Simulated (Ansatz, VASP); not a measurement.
## BP: VASP beside Ansatz

```
B P
1.0
     0.00000    2.27417    2.27417
     2.27417    0.00000    2.27417
     2.27417    2.27417    0.00000
B P
1 1
Direct
  0.50000 0.50000 0.50000
  0.75000 0.75000 0.75000
```

Alike in both runs: task single point; functional r2SCAN; k mesh 10 × 10 × 10; occupations gaussian, width 0.02 eV; no spin polarisation.

|  | VASP | Ansatz |
| --- | --- | --- |
| version | VASP 6.6.1 | Ansatz 0.2.0 |
| potentials or method | VASP PAW PBE potentials, release 64 (B, P), cutoff 520 eV | scalar-relativistic, plane waves, PAW |
| valence electrons in the cell | 8 | 8 |

```tsv
	VASP	Ansatz	Ansatz less VASP
gap on the k mesh at the Fermi level (eV)	1.46	1.43	-0.030
least direct gap on the mesh (eV)	3.63	3.59	-0.040
pressure (GPa)	-1.8	-1.3	+0.50
```

VASP's potentials were made for PBE, not for r2SCAN. With one functional, cell and mesh, what is left measures potentials, basis and numerics.
